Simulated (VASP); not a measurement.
La:

```
CELL_PARAMETERS angstrom
3.75000 0.00000 0.00000
-1.87500 3.24760 0.00000
0.00000 0.00000 6.07000
ATOMIC_POSITIONS crystal
La 0.66667 0.33333 0.75000
La 0.33333 0.66667 0.25000
```

Base run:

| Item | Value |
| --- | --- |
| Program | VASP 6.6.1 |
| Functional | revPBE |
| Potentials or basis | VASP PAW PBE potentials, release 64 (La) |
| Cutoff | 520 eV |
| k mesh | 8 × 8 × 5 |
| Occupations | fermi-dirac, width 0.05 eV |
| Spin | no spin polarisation |

Its results: band gap on the k mesh zero (bands 11 and 12 overlap by 1.31 eV); pressure 1.7 GPa.

Q: The run is repeated on the same cell with these changes: functional from revPBE to BLYP. What comes out?

A: Band gap on the k mesh zero (bands 11 and 12 overlap by 1.20 eV); pressure 2.7 GPa.

Caveats: the PAW data sets were made with another functional, which shifts forces and pressure a little; spin-orbit coupling is left out, which moves the levels of the heavy elements.
